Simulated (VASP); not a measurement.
Input of a VASP 6.6.1 run:

Contents of INCAR:

```
SYSTEM = Mo
PREC = Accurate
ENCUT = 520
EDIFF = 1E-7
ISMEAR = -1
SIGMA = 0.1
LREAL = .False.
LASPH = .True.
NELM = 80
ALGO = Normal
ISIF = 2
LWAVE = .False.
LCHARG = .True.
GGA = RP
LELF = .True.
LVHAR = .True.
NBANDS = 13
```

KPOINTS

```
Automatic mesh
0
Gamma
  15 15 15
  0 0 0
```

File POSCAR:

```
Mo
1.0
    0.0000000000      2.0633555199      2.0633555199
    2.0633555199      0.0000000000      2.0633555199
    2.0633555199      2.0633555199      0.0000000000
Mo
1
Direct
    0.0000000000      0.0000000000      0.0000000000
```

Potentials or basis: VASP PAW PBE potentials, release 64 (Mo_sv).

Command:

```sh
$ cat potpaw_PBE.64/Mo_sv/POTCAR > POTCAR
$ mpirun -np 1 vasp_std > vasp.out
```

(1) Predict the band gap on the k mesh.

(2) Predict the pressure.

Results:

(1) zero (bands 7 and 8 overlap by 3.95 eV).

(2) -14.5 GPa.

Caveat: the cell stands under tension; the PAW data sets were made with another functional, which shifts forces and pressure a little.
